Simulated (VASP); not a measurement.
# Ag (P6_3/mmc) in VASP: notebook, part 2 of 2

VASP 6.6.1. The steps go on from the part before.

## (4) Single point, r2SCAN (biaxial strain in the a-b plane: +2.0 %)

File POSCAR:

```
Ag
1.0
    2.9617491809      0.0000000000      0.0000000000
   -1.4808745905      2.5649500303      0.0000000000
    0.0000000000      0.0000000000      4.6905690417
Ag
2
Direct
    0.3333333333      0.6666666667      0.2500000000
    0.6666666667      0.3333333333      0.7500000000
```

File INCAR.step1:

```
PREC = Accurate ; ENCUT = 520
ISMEAR = 0 ; SIGMA = 0.1
LREAL = F ; LASPH = T
NELM = 80 ; NBANDS = 18
GGA = PE ; ALGO = Normal
EDIFF = 1E-4 ; LWAVE = T
LCHARG = F
```

File INCAR.step2:

```
PREC = Accurate ; ENCUT = 520
EDIFF = 1E-6 ; ISMEAR = 0
SIGMA = 0.1 ; LREAL = F
LASPH = T ; NELM = 80
ALGO = Normal ; ISIF = 2
LWAVE = F ; LCHARG = F
METAGGA = R2SCAN ; LMIXTAU = T
NBANDS = 18 ; ISTART = 1
```

File KPOINTS:

```
Automatic mesh
0
Gamma
  24 24 12
```

Potentials or basis: VASP PAW PBE potentials, release 64 (Ag).

The run is started by

```sh
$ cat potpaw_PBE.64/Ag/POTCAR > POTCAR
$ cp INCAR.step1 INCAR
$ mpirun -np 1 vasp_std > vasp.out
$ cp INCAR.step2 INCAR
$ mpirun -np 1 vasp_std > vasp.out
```

OUTCAR:

```text
PREC = Accurate
   ENCUT = 520
   EDIFF = 1E-6
   ISMEAR = 0
   LREAL = F
   LASPH = T
   NELM = 80
   ISIF = 2
   METAGGA = R2SCAN
   ISTART = 1

 ion  position               nearest neighbor table
   1  0.333  0.667  0.250-   2 2.90   2 2.90   2 2.90   2 2.90   2 2.90   2 2.90
   2  0.667  0.333  0.750-   1 2.90   1 2.90   1 2.90   1 2.90   1 2.90   1 2.90

  LATTYP: Found a hexagonal cell.
 ALAT       =     2.9617491809
 C/A-ratio  =     1.5837158231

  Lattice vectors:

 A1 = (   2.9617491809,   0.0000000000,   0.0000000000)
 A2 = (  -1.4808745905,   2.5649500303,   0.0000000000)
 A3 = (   0.0000000000,   0.0000000000,   4.6905690417)

Analysis of symmetry for initial positions (statically):
=====================================================================
 Subroutine PRICEL returns:
 Original cell was already a primitive cell.

 Routine SETGRP: Setting up the symmetry group for a
 hexagonal supercell.

 Subroutine GETGRP returns: Found 24 space group operations
 (whereof 12 operations were pure point group operations)
 out of a pool of 24 trial point group operations.
[... 162 lines left out ...]
  free energy    TOTEN  =       -42.69253152 eV

  energy without entropy =      -42.68991600  energy(sigma->0) =      -42.69122376

 E-fermi :   7.9031     XC(G=0): -12.6616

 val. band max:        7.8924509975   @ k =   0.5000  -0.0000   0.0833
 cond. band min:       7.9080689817   @ k =   0.2917   0.2500   0.0000
 fundamental gap:      0.0156179842
 Fermi energy:         7.9030711467

 k-point     1 :       0.0000    0.0000    0.0000
  band No.  band energies     occupation
      1       0.2115      2.00000
      2       1.3993      2.00000
      3       2.9426      2.00000
      4       2.9426      2.00000
      5       2.9765      2.00000
      6       3.1924      2.00000
[... 481 lines left out ...]
      5       3.2435      2.00000
      6       3.4230      2.00000
[... 10 lines left out ...]
     17      18.5595      0.00000
     18      23.9494      0.00000

 [... further k-points ...]

------------------------ aborting loop because EDIFF is reached ----------------------------------------

  FORCE on cell =-STRESS in cart. coord.  units (eV):
  Direction    XX          YY          ZZ          XY          YZ          ZX
  --------------------------------------------------------------------------------------
  -------------------------------------------------------------------------------------
  Total       -0.7825600     -0.7825600     -0.0759391      0.0000000      0.0000000      0.0000000
  in kB      -35.1864561    -35.1864561     -3.4144691      0.0000000      0.0000000      0.0000000
  external PRESSURE =     -24.5957938 kB  Pullay stress =       0.0000000 kB

 VOLUME and BASIS-vectors are now :
 -----------------------------------------------------------------------------
  energy-cutoff  :      520.00
  volume of cell :       35.63
      direct lattice vectors                 reciprocal lattice vectors
     2.961749181  0.000000000  0.000000000     0.337638314  0.194935571  0.000000000
    -1.480874591  2.564950030  0.000000000     0.000000000  0.389871143  0.000000000
     0.000000000  0.000000000  4.690569042     0.000000000  0.000000000  0.213193749

 POSITION                                       TOTAL-FORCE (eV/Angst)
 -----------------------------------------------------------------------------------
     -0.00000      1.70997      1.17264        -0.000000      0.000000      0.000000
      1.48087      0.85498      3.51793         0.000000     -0.000000      0.000000
 -----------------------------------------------------------------------------------
    total drift:                               -0.000000      0.000000     -0.000000

  FREE ENERGIE OF THE ION-ELECTRON SYSTEM (eV)
  ---------------------------------------------------
  free  energy   TOTEN  =       -42.6925315239 eV

  energy  without entropy=      -42.6899159954  energy(sigma->0) =      -42.69122376
```

Wall time 3.8 min (1 thread of Intel Xeon 6975P-C (Granite Rapids), shared host); peak memory 0.33 GiB.

What came out:

| Property | Result |
| --- | --- |
| Free energy | -42.6925 eV |
| Pressure | -2.5 GPa |
| Band gap on the k mesh | zero (bands 11 and 12 overlap by 7.67 eV) |

Stress tensor (GPa, compression positive):
```
-3.52  0.00  0.00
 0.00 -3.52  0.00
 0.00  0.00 -0.34
```

Levels at points of the mesh, in eV from the Fermi level:
```
           k point  band 9  band 10  band 11  band 12  band 13  band 14
(0.00, 0.00, 0.00)   -4.51    -3.45    -3.45    -0.04     3.81    15.84
(0.50, 0.00, 0.00)   -3.25    -3.22    -0.02     1.27     7.13     7.32
(0.00, 0.00, 0.50)   -3.74    -3.74    -3.74    -3.74    11.83    11.83
(0.50, 0.00, 0.50)   -3.31    -3.31     0.80     0.80     4.36     4.36
```

Caveat: the cell differs from its parent crystal (biaxial strain in the a-b plane: +2.0 %); the PAW data sets were made with another functional, which shifts forces and pressure a little.

## (5) Single point, r2SCAN (biaxial strain in the a-b plane: +3.0 %, then relaxed in part)

File POSCAR:

```
Ag
1.0
    2.9907859376      0.0000000000      0.0000000000
   -1.4953929688      2.5900965992      0.0000000000
    0.0000000000      0.0000000000      4.6330736906
Ag
2
Direct
    0.3333333333      0.6666666667      0.2500000000
    0.6666666667      0.3333333333      0.7500000000
```

File INCAR.step1:

```
ALGO = Normal ; EDIFF = 1E-4
ENCUT = 520 ; GGA = PE
ISMEAR = 0 ; LASPH = T
LCHARG = F ; LREAL = F
LWAVE = T ; NBANDS = 18
NELM = 60 ; PREC = Accurate
SIGMA = 0.1
```

File INCAR.step2:

```
ALGO = Normal ; EDIFF = 1E-6
ENCUT = 520 ; ISIF = 2
ISMEAR = 0 ; ISTART = 1
LASPH = T ; LCHARG = T
LELF = T ; LMIXTAU = T
LREAL = F ; LVHAR = T
LWAVE = F ; METAGGA = R2SCAN
NBANDS = 18 ; NELM = 60
PREC = Accurate ; SIGMA = 0.1
```

File KPOINTS:

```
k-points
0
Gamma
  24 24 12
```

The run is started by

```sh
$ cat potpaw_PBE.64/Ag/POTCAR > POTCAR
$ cp INCAR.step1 INCAR
$ mpirun -np 1 vasp_std > vasp.out
$ cp INCAR.step2 INCAR
$ mpirun -np 1 vasp_std > vasp.out
```

Wall time 3.7 min (1 thread of Intel Xeon 6975P-C (Granite Rapids), shared host); peak memory 0.34 GiB.

The run converged. Its results:

```yaml
Free_energy: -42.6757 eV
Pressure: -2.8 GPa
Band_gap_on_the_k_mesh: zero (bands 11 and 12 overlap by 7.54 eV)
```

Stress tensor (GPa, compression positive):
```
-4.31  0.00  0.00
 0.00 -4.31  0.00
 0.00  0.00  0.13
```

Levels at points of the mesh, in eV from the Fermi level:
```tsv
k point	band 8	band 9	band 10	band 11	band 12	band 13	band 14	band 15
(0.00, 0.00, 0.00)	-4.57	-4.57	-3.43	-3.43	0.16	4.09	15.65	17.44
(0.50, 0.00, 0.00)	-3.45	-3.28	-3.18	-0.09	1.15	7.26	7.41	9.61
(0.00, 0.00, 0.50)	-4.53	-3.72	-3.72	-3.72	-3.72	12.27	12.27	16.02
(0.50, 0.00, 0.50)	-3.47	-3.34	-3.34	0.79	0.79	4.28	4.28	13.30
```

Caveat: the cell differs from its parent crystal (biaxial strain in the a-b plane: +3.0 %, then relaxed in part); the PAW data sets were made with another functional, which shifts forces and pressure a little.

## (6) Summary

```tsv
cell	k mesh	gap on the mesh (eV)	pressure (GPa)
a = 2.894, b = 2.894, c = 4.732 Å, angles 90.0, 90.0, 120.0°, 2 atoms	18 × 18 × 10	none	1.2
a = 2.904, b = 2.904, c = 4.748 Å, angles 90.0, 90.0, 120.0°, 2 atoms	18 × 18 × 10	none	0.1
a = 2.962, b = 2.962, c = 4.691 Å, angles 90.0, 90.0, 120.0°, 2 atoms	24 × 24 × 12	none	-2.5
a = 2.991, b = 2.991, c = 4.633 Å, angles 90.0, 90.0, 120.0°, 2 atoms	24 × 24 × 12	none	-2.8
```

Alike in all rows: task single point; level r2SCAN; potentials or basis VASP PAW PBE potentials, release 64 (Ag); no spin polarisation; cutoff (eV) 520; smearing gaussian 0.1 eV.

Caveats: the PAW data sets were made with another functional, which shifts forces and pressure a little.

Total energies depend on the potentials used, so only differences within one code and one set of settings carry meaning.
